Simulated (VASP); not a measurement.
A run of VASP 6.6.1 is set up as follows.

The input INCAR:

```
PREC = Accurate ; ENCUT = 520
EDIFF = 1E-6 ; ISMEAR = -1
SIGMA = 0.05 ; LREAL = F
LASPH = T ; NELM = 80
ALGO = Normal ; ISIF = 2
LWAVE = F ; LCHARG = F
GGA = PE ; NBANDS = 15
```

KPOINTS

```
Automatic mesh
0
Gamma
  10 10 9
```

POSCAR

```
TaN
1.0
    2.9182823876      0.0000000000      0.0000000000
   -1.4591411888      2.5273066855      0.0000000000
    0.0000000000      0.0000000000      2.8636526189
Ta N
1 1
Direct
    0.3333333333      0.6666666667      0.5000000000
    0.0000000000      0.0000000000      0.0000000000
```

Potentials or basis: VASP PAW PBE potentials, release 64 (Ta_pv, N).

Run with:

```sh
$ cat potpaw_PBE.64/Ta_pv/POTCAR potpaw_PBE.64/N/POTCAR > POTCAR
$ mpirun -np 1 vasp_std > vasp.out
```

(1) Estimate the pressure.

(2) What does it give for the band gap on the k mesh?

Answers

(1) 13.0 GPa.

(2) zero (band 8 reaches 8.70 eV, above the bottom of band 9 at 8.40 eV).

Caveat: spin-orbit coupling is left out, which moves the levels of the heavy elements.
